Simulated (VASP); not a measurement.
# CO2 (P4/nmm) in VASP: further runs

CO2 is run at these levels: PBE; tasks: single point, relaxation of cell and atoms.

Program: VASP 6.6.1. These are calculated values, not measurements. Logs are shortened: lines on timing, memory, paths and dates and some standing lists are left out, and cuts for length are marked.

## 1. The cell of the first run

Symmetry: P4/nmm, No. 129, tetragonal system. Conventional cell: a = 3.192 Å, b = 3.192 Å, c = 6.586 Å, α = 90.00°, β = 90.00°, γ = 90.00°. Within 1.6 Å of C (site symmetry 4mm) lie 1 O at 1.16 Å. Within 2.4 Å of O (site symmetry -4m2) lie 4 C at 1.81 Å and 4 O at 2.26 Å. O (site symmetry 4mm) has 1 C at 1.16 Å within 1.6 Å.

## 2. Single point, PBE, collinear spin, ferrimagnetic start

Contents of INCAR:

```
ALGO     = Normal         # electronic algorithm
EDIFF    = 1E-6           # SCF threshold, eV
ENCUT    = 520            # plane-wave cutoff, eV
GGA      = PE             # functional
ISIF     = 2              # what is computed and relaxed
ISMEAR   = 0              # smearing method
ISPIN    = 2              # spin polarisation
LASPH    = T              # aspherical terms in the spheres
LCHARG   = F              # write CHGCAR
LORBIT   = 11             # projections on sites
LREAL    = F              # projectors in reciprocal space
LWAVE    = F              # write WAVECAR
MAGMOM   = -0.59 -0.59 1.61 1.61 1.24 1.24 # initial moments
NBANDS   = 29             # bands
NELM     = 150            # most SCF steps
PREC     = Accurate       # precision mode
SIGMA    = 0.1            # smearing width, eV
```

Contents of KPOINTS:

```
k-points
0
Gamma
  6 6 4
```

Contents of POSCAR:

```
CO2
1.0
    3.1918684851      0.0000000000      0.0000000000
    0.0000000000      3.1918684851      0.0000000000
    0.0000000000      0.0000000000      6.5859921975
C O
2 4
Direct
    0.0000000000      0.5000000000      0.8702366240
    0.5000000000      0.0000000000      0.1297633760
    0.0000000000      0.0000000000      0.0000000000
    0.5000000000      0.5000000000      0.0000000000
    0.0000000000      0.5000000000      0.6936750633
    0.5000000000      0.0000000000      0.3063249367
```

Potentials or basis: VASP PAW PBE potentials, release 64 (C, O).

Run with:

```console
$ cat potpaw_PBE.64/C/POTCAR potpaw_PBE.64/O/POTCAR > POTCAR
$ mpirun -np 1 vasp_std > vasp.out
```

OUTCAR:

```text
EDIFF = 1E-6
   ENCUT = 520
   GGA = PE
   ISIF = 2
   ISMEAR = 0
   ISPIN = 2
   LASPH = T
   LORBIT = 11
   LREAL = F
   NELM = 150
   PREC = Accurate

 ion  position               nearest neighbor table
   1  0.000  0.500  0.870-   5 1.16   4 1.81   3 1.81   3 1.81   4 1.81
   2  0.500  0.000  0.130-   6 1.16   4 1.81   3 1.81   4 1.81   3 1.81
   3  0.000  0.000  0.000-   1 1.81   2 1.81   1 1.81   2 1.81
   4  0.500  0.500  0.000-   1 1.81   2 1.81   2 1.81   1 1.81
   5  0.000  0.500  0.694-   1 1.16
   6  0.500  0.000  0.306-   2 1.16

  LATTYP: Found a simple tetragonal cell.
 ALAT       =     3.1918684851
 C/A-ratio  =     2.0633657772

  Lattice vectors:

 A1 = (   3.1918684851,   0.0000000000,   0.0000000000)
 A2 = (   0.0000000000,   3.1918684851,   0.0000000000)
 A3 = (   0.0000000000,   0.0000000000,   6.5859921975)

Analysis of symmetry for initial positions (statically):
=====================================================================
 Subroutine PRICEL returns:
 Original cell was already a primitive cell.

 Routine SETGRP: Setting up the symmetry group for a
 simple tetragonal supercell.

 Subroutine GETGRP returns: Found 16 space group operations
 (whereof  8 operations were pure point group operations)
 out of a pool of 16 trial point group operations.

The static configuration has the point symmetry D_2d.
 The point group associated with its full space group is D_4h.

Analysis of symmetry for dynamics (positions and initial velocities):
=====================================================================
 Subroutine PRICEL returns:
 Original cell was already a primitive cell.

 Routine SETGRP: Setting up the symmetry group for a
 simple tetragonal supercell.

 Subroutine GETGRP returns: Found 16 space group operations
 (whereof  8 operations were pure point group operations)
 out of a pool of 16 trial point group operations.

The dynamic configuration has the point symmetry D_2d.
 The point group associated with its full space group is D_4h.

Analysis of structural, dynamic, and magnetic symmetry:
=====================================================================
 Subroutine PRICEL returns:
 Original cell was already a primitive cell.

 Routine SETGRP: Setting up the symmetry group for a
 simple tetragonal supercell.

 Subroutine GETGRP returns: Found 16 space group operations
 (whereof  8 operations were pure point group operations)
 out of a pool of 16 trial point group operations.

The overall configuration has the point symmetry D_2d.
 The point group associated with its full space group is D_4h.

 Subroutine INISYM returns: Found 16 space group operations
 (whereof  8 operations are pure point group operations),
 and found     1 'primitive' translations

----------------------------------------------------------------------------------------

                                     Primitive cell

  volume of cell :      67.0982

  direct lattice vectors                    reciprocal lattice vectors
     3.191868485  0.000000000  0.000000000     0.313296116  0.000000000  0.000000000
     0.000000000  3.191868485  0.000000000     0.000000000  0.313296116  0.000000000
     0.000000000  0.000000000  6.585992198     0.000000000  0.000000000  0.151837410

  length of vectors
     3.191868485  3.191868485  6.585992198     0.313296116  0.313296116  0.151837410

  position of ions in fractional coordinates (direct lattice)
     0.000000000  0.500000000  0.870236624
     0.500000000  0.000000000  0.129763376
     0.000000000  0.000000000  0.000000000
     0.500000000  0.500000000  0.000000000
     0.000000000  0.500000000  0.693675063
     0.500000000  0.000000000  0.306324937

  ion indices of the primitive-cell ions
   primitive index   ion index
                 1           1
                 2           2
                 3           3
                 4           4
                 5           5
                 6           6

----------------------------------------------------------------------------------------

 KPOINTS: k-points

Automatic generation of k-mesh.
 Grid dimensions read from file:
 generate k-points for:    6    6    4

 Generating k-lattice:

  Cartesian coordinates                     Fractional coordinates (reciprocal lattice)
     0.052216019  0.000000000  0.000000000     0.166666667  0.000000000  0.000000000
     0.000000000  0.052216019  0.000000000     0.000000000  0.166666667  0.000000000
     0.000000000  0.000000000  0.037959353     0.000000000  0.000000000  0.250000000

  Length of vectors
     0.052216019  0.052216019  0.037959353

  Shift w.r.t. Gamma in fractional coordinates (k-lattice)
     0.000000000  0.000000000  0.000000000

 Subroutine IBZKPT returns following result:
 ===========================================

 Found     30 irreducible k-points:

 Following reciprocal coordinates:
            Coordinates               Weight
  0.000000  0.000000  0.000000      1.000000
  0.166667  0.000000  0.000000      4.000000
  0.333333  0.000000  0.000000      4.000000
  0.500000  0.000000  0.000000      2.000000
  0.166667  0.166667  0.000000      4.000000
  0.333333  0.166667  0.000000      8.000000
[... 16 lines left out ...]
  0.333333  0.000000  0.500000      4.000000
  0.500000  0.000000  0.500000      2.000000
 [... further k-points ...]
   k-points           NKPTS =     30   k-points in BZ     NKDIM =     30   number of bands    NBANDS=     29
   number of dos      NEDOS =    301   number of ions     NIONS =      6
   total plane-waves  NPLWV =  28800
   dimension x,y,z NGX =    24 NGY =   24 NGZ =   50
   dimension x,y,z NGXF=    48 NGYF=   48 NGZF=  100
   ions per type =               2   4
   NGX,Y,Z   is equivalent  to a cutoff of  12.50, 12.50, 12.62 a.u.
   NGXF,Y,Z  is equivalent  to a cutoff of  25.00, 25.00, 25.24 a.u.
 SYSTEM =  unknown system
   PREC   = accura    normal or accurate (medium, high low for compatibility)
   ISTART =      0    job   : 0-new  1-cont  2-samecut
   ICHARG =      2    charge: 1-file 2-atom 10-const
   ISPIN  =      2    spin polarized calculation?
   LNONCOLLINEAR =      F non collinear calculations
   LSORBIT =      F    spin-orbit coupling
   LASPH  =      T    aspherical Exc in radial PAW
   ENCUT  =  520.0 eV  38.22 Ry    6.18 a.u.   5.93  5.93 12.25*2*pi/ulx,y,z
   NELM   =    150;   NELMIN=  2; NELMDL= -5     # of ELM steps
   EDIFF  = 0.1E-05   stopping-criterion for ELM
   LREAL  =      F    real-space projection
   EDIFFG = 0.1E-04   stopping-criterion for IOM
   NSW    =      0    number of steps for IOM
   IBRION =     -1    ionic relax: 0-MD 1-quasi-New 2-CG
   NFREE  =      0    steps in history (QN), initial steepest desc. (CG)
   ISIF   =      2    stress and relaxation
   ISYM   =      2    0-nonsym 1-usesym 2-fastsym
   POTIM  = 0.5000    time-step for ionic-motion
   TEBEG  =    0.0;   TEEND  =   0.0 temperature during run
   PSTRESS=    0.0 pullay stress
   NELECT =      32.0000    total number of electrons
   NUPDOWN=      -1.0000    fix difference up-down
   EMIN   =  10.00;   EMAX   =-10.00  energy-range for DOS
   EFERMI =   0.00;   METHOD = LEGACY
   ISMEAR =     0;   SIGMA  =   0.10  broadening in eV -4-tet -1-fermi 0-gaus
   EFERMI_NEDOS =   21; number of points for ismear=-14 and -15
   IALGO  =     38    algorithm
   IMIX   =      4    mixing-type and parameters
     AMIX     =   0.40;   BMIX     =  1.00
     AMIX_MAG =   1.60;   BMIX_MAG =  1.00
  volume/ion in A,a.u.               =      11.18        75.47
  Fermi-wavevector in a.u.,A,eV,Ry     =   1.279051  2.417055 22.258733  1.635971
  Thomas-Fermi vector in A             =   2.411558
   LORBIT       =     11    0 simple, 1 ext, 2 COOP (PROOUT), +10 PAW based schemes
   GGA     = PE    functional components
   LHFCALC =     F    Hartree Fock is set to
   AEXX    =    0.0000 exact exchange contribution
   IVDW    =     0    specifies the selected vdW correction
   LEPSILON=     F    determine dielectric tensor
   LRPA    =     F    only Hartree local field effects (RPA)
 spin polarized calculation
 Gauss-broadening in eV      SIGMA  =   0.10
  energy-cutoff  :      520.00
  volume of cell :       67.10
 maximum number of plane-waves:      1836
 NGX is ok and might be reduce to    24
   NGX = 11   NGY = 11   NGZ = 25

 number of electron      31.9999981 magnetization       0.0005344

 number of electron      31.9999981 magnetization      -0.0002026

 Free energy of the ion-electron system (eV)
  ---------------------------------------------------
  ext. energy  EPLUGINS =         0.00000000
  ---------------------------------------------------
  free energy    TOTEN  =       -37.96313024 eV

  energy without entropy =      -37.95994513  energy(sigma->0) =      -37.96153768

 E-fermi :  -0.4891     XC(G=0):  -9.0451

 val. band max:       -0.4894277337   @ k =   0.5000   0.5000   0.5000
 cond. band min:      -0.0919927562   @ k =   0.0000   0.0000   0.0000
 fundamental gap:      0.3974349775
 Fermi energy:        -0.4891180489

 spin component 1

 k-point     1 :       0.0000    0.0000    0.0000
  band No.  band energies     occupation
      1     -22.9906      1.00000
      2     -21.7895      1.00000
      3     -20.2903      1.00000
      4     -16.7969      1.00000
      5      -8.5171      1.00000
      6      -8.2859      1.00000
[... 20 lines left out ...]
     27      16.2279      0.00000
     28      17.3713      0.00000

 k-point     2 :       0.1667    0.0000    0.0000
  band No.  band energies     occupation
      1     -22.8059      1.00000
      2     -21.7660      1.00000
      3     -20.2168      1.00000
      4     -17.2351      1.00000
      5      -8.9601      1.00000
      6      -8.0499      1.00000
[... 674 lines left out ...]
 k-point    24 :       0.5000    0.0000    0.5000
  band No.  band energies     occupation
      1     -21.9155      1.00000
      2     -21.9155      1.00000
      3     -19.3171      1.00000
      4     -19.3171      1.00000
      5      -8.2565      1.00000
      6      -8.2565      1.00000
[... 20 lines left out ...]
     27      15.2794      0.00000
     28      15.2794      0.00000

 [... further k-points ...]

 spin component 2

 k-point     1 :       0.0000    0.0000    0.0000
  band No.  band energies     occupation
      1     -22.9907      1.00000
      2     -21.7896      1.00000
      3     -20.2903      1.00000
      4     -16.7970      1.00000
      5      -8.5172      1.00000
      6      -8.2860      1.00000
[... 20 lines left out ...]
     27      16.2289      0.00000
     28      17.3716      0.00000

 k-point     2 :       0.1667    0.0000    0.0000
  band No.  band energies     occupation
      1     -22.8059      1.00000
      2     -21.7661      1.00000
      3     -20.2168      1.00000
      4     -17.2351      1.00000
      5      -8.9602      1.00000
      6      -8.0499      1.00000
[... 674 lines left out ...]
 k-point    24 :       0.5000    0.0000    0.5000
  band No.  band energies     occupation
      1     -21.9156      1.00000
      2     -21.9156      1.00000
      3     -19.3172      1.00000
      4     -19.3172      1.00000
      5      -8.2566      1.00000
      6      -8.2566      1.00000
[... 20 lines left out ...]
     27      15.2795      0.00000
     28      15.2795      0.00000

 [... further k-points ...]

 [bands above 28 left out]

------------------------ aborting loop because EDIFF is reached ----------------------------------------

  FORCE on cell =-STRESS in cart. coord.  units (eV):
  Direction    XX          YY          ZZ          XY          YZ          ZX
  --------------------------------------------------------------------------------------
  -------------------------------------------------------------------------------------
  Total       -0.0046608     -0.0046608      1.8765445      0.0000000      0.0000000      0.0000000
  in kB       -0.1112906     -0.1112906     44.8082776      0.0000000      0.0000000      0.0000000
  external PRESSURE =      14.8618988 kB  Pullay stress =       0.0000000 kB

 VOLUME and BASIS-vectors are now :
 -----------------------------------------------------------------------------
  energy-cutoff  :      520.00
  volume of cell :       67.10
      direct lattice vectors                 reciprocal lattice vectors
     3.191868485  0.000000000  0.000000000     0.313296116  0.000000000  0.000000000
     0.000000000  3.191868485  0.000000000     0.000000000  0.313296116  0.000000000
     0.000000000  0.000000000  6.585992198     0.000000000  0.000000000  0.151837410

 POSITION                                       TOTAL-FORCE (eV/Angst)
 -----------------------------------------------------------------------------------
      0.00000      1.59593      5.73137        -0.000000      0.000000      0.782641
      1.59593      0.00000      0.85462        -0.000000     -0.000000     -0.782641
      0.00000      0.00000      0.00000        -0.000000      0.000000      0.000000
      1.59593      1.59593      0.00000         0.000000     -0.000000      0.000000
      0.00000      1.59593      4.56854        -0.000000      0.000000     -0.794960
      1.59593      0.00000      2.01745        -0.000000     -0.000000      0.794960
 -----------------------------------------------------------------------------------
    total drift:                                0.000000     -0.000000     -0.000000

  FREE ENERGIE OF THE ION-ELECTRON SYSTEM (eV)
  ---------------------------------------------------
  free  energy   TOTEN  =       -37.9631302388 eV

  energy  without entropy=      -37.9599451276  energy(sigma->0) =      -37.96153768

 total charge

# of ion       s       p       d       tot
------------------------------------------
    1        0.836   1.507   0.000   2.343
    2        0.836   1.507   0.000   2.343
    3        1.615   3.294   0.000   4.908
    4        1.615   3.294   0.000   4.908
    5        1.611   3.569   0.000   5.180
    6        1.611   3.569   0.000   5.180
--------------------------------------------------
tot          8.124  16.739   0.000  24.862

 magnetization (x)

# of ion       s       p       d       tot
------------------------------------------
    1       -0.000  -0.000   0.000  -0.000
    2       -0.000  -0.000   0.000  -0.000
    3       -0.000   0.000   0.000   0.000
    4       -0.000   0.000   0.000   0.000
    5        0.000   0.000   0.000   0.000
    6        0.000   0.000   0.000   0.000
--------------------------------------------------
tot         -0.000  -0.000   0.000  -0.000
```

It took 36 s on 1 thread of Intel Xeon 6975P-C (Granite Rapids), shared host; peak memory 0.23 GiB.

Results:

```
Free energy                                           : -37.9631 eV
Pressure                                              : 1.5 GPa
Largest force                                         : 0.795 eV/Å
Band gap on the k mesh                                : zero (filled and empty bands overlap)
Net moment                                            : 0.00 μB per cell
Valence electrons inside the program's atomic spheres : C 2.34; O 4.91, 5.18 (each value once)
```

Forces on the atoms (eV/Å):
```
C    0.000  0.000  0.783
C    0.000  0.000 -0.783
O    0.000  0.000  0.000
O    0.000  0.000  0.000
O    0.000  0.000 -0.795
O    0.000  0.000  0.795
```

Levels at points of the mesh, in eV from the Fermi level:
Spin up:
```tsv
k point	band 14	band 15	band 16	band 17	band 18	band 19
(0.00, 0.00, 0.00)	-1.64	-0.57	-0.57	-0.19	0.40	6.68
(0.50, 0.00, 0.00)	-1.52	-1.43	-1.43	4.03	4.03	7.25
(0.50, 0.50, 0.00)	-0.73	0.00	0.00	4.28	4.28	6.31
(0.00, 0.00, 0.50)	-1.57	-0.61	-0.61	-0.19	0.47	6.58
(0.50, 0.00, 0.50)	-1.44	-1.43	-1.43	4.05	4.05	7.12
(0.50, 0.50, 0.50)	-0.88	0.00	0.00	4.25	4.25	6.58
```
Spin down:
```csv
k point,band 14,band 15,band 16,band 17,band 18,band 19
"(0.00, 0.00, 0.00)",-1.64,-0.57,-0.57,-0.19,0.40,6.68
"(0.50, 0.00, 0.00)",-1.52,-1.44,-1.44,4.03,4.03,7.25
"(0.50, 0.50, 0.00)",-0.73,0.00,0.00,4.28,4.28,6.31
"(0.00, 0.00, 0.50)",-1.57,-0.61,-0.61,-0.19,0.47,6.58
"(0.50, 0.00, 0.50)",-1.44,-1.43,-1.43,4.05,4.05,7.12
"(0.50, 0.50, 0.50)",-0.88,0.00,0.00,4.25,4.25,6.58
```

## 3. Relaxation of cell and atoms, PBE

Contents of INCAR:

```
PREC = Accurate ; ENCUT = 600
EDIFF = 1E-6 ; ISMEAR = 0
SIGMA = 0.1 ; LREAL = F
LASPH = T ; NELM = 80
ALGO = Normal ; ISIF = 3
LWAVE = F ; LCHARG = F
GGA = PE ; IBRION = 2
NSW = 100 ; EDIFFG = -0.01
```

Contents of KPOINTS:

```
Automatic mesh
0
Gamma
  12 12 6
```

POSCAR is that of step 2.

Potentials or basis: VASP PAW PBE potentials, release 64 (C, O).

Run with:

```console
$ cat potpaw_PBE.64/C/POTCAR potpaw_PBE.64/O/POTCAR > POTCAR
$ mpirun -np 1 vasp_std > vasp.out
```

Wall time 12 min (1 thread of AMD EPYC 7R13, shared host); peak memory 0.27 GiB.

Results (log left out):

```yaml
Free_energy: -37.9808 eV
Relaxed_volume: 11.20 Å³/atom
Relaxed_cell: a = 3.191 Å, b = 3.191 Å, c = 6.600 Å, α = 90.00°, β = 90.00°, γ = 90.00°
Space_group_after_relaxing_to_0.1_Å: P4/nmm (No. 129)
Energy_gained_by_relaxing: 1.0 meV/atom
Ionic_steps: 6
Pressure_after_relaxing: -0.1 GPa
Largest_force_after_relaxing: 0.009 eV/Å
Band_gap_on_the_k_mesh: zero (bands 16 and 17 overlap by 0.20 eV)
```

Forces in eV/Å, atoms in the order of the input:
```
C    0.000  0.000 -0.009
C    0.000  0.000  0.009
O    0.000  0.000  0.000
O    0.000  0.000  0.000
O    0.000  0.000 -0.005
O    0.000  0.000  0.005
```

Step by step:
| step | energy change (eV) | largest force (eV/Å) | pressure (GPa) | volume (Å³) |
| --- | --- | --- | --- | --- |
| 1 | 0.0000 | 0.7742 | 1.44 | 67.10 |
| 2 | 0.5370 | 5.8736 | -12.24 | 68.07 |
| 3 | -0.0054 | 0.1493 | -0.14 | 67.18 |
| 4 | -0.0055 | 0.0753 | 0.01 | 67.17 |
| 5 | -0.0055 | 0.0623 | 0.04 | 67.17 |
| 6 | -0.0058 | 0.0086 | -0.06 | 67.19 |

Final structure:
```xyz
6
Lattice="3.1906 0.0000 0.0000 0.0000 3.1906 0.0000 0.0000 0.0000 6.6004" Properties=species:S:1:pos:R:3 pbc="T T T"
C     0.0000    1.5953    5.7445
C     1.5953    0.0000    0.8559
O     0.0000    3.1906    0.0000
O     1.5953    1.5953    0.0000
O     3.1906    1.5953    4.5741
O     1.5953    0.0000    2.0263
```

Levels at points of the mesh, in eV from the Fermi level:
```csv
k point,band 12,band 13,band 14,band 15,band 16,band 17,band 18,band 19,band 20
"(0.00, 0.00, 0.00)",-1.81,-1.58,-1.58,-0.55,-0.55,-0.19,0.39,6.62,6.62
"(0.50, 0.00, 0.00)",-4.53,-1.49,-1.49,-1.38,-1.38,4.03,4.03,7.20,7.20
"(0.50, 0.50, 0.00)",-3.38,-0.70,-0.70,0.01,0.01,4.27,4.27,6.25,6.25
"(0.00, 0.00, 0.50)",-1.81,-1.50,-1.50,-0.59,-0.59,-0.18,0.46,6.53,6.53
"(0.50, 0.00, 0.50)",-4.64,-1.40,-1.40,-1.38,-1.38,4.05,4.05,7.08,7.08
"(0.50, 0.50, 0.50)",-3.25,-0.86,-0.86,0.01,0.01,4.23,4.23,6.52,6.52
```
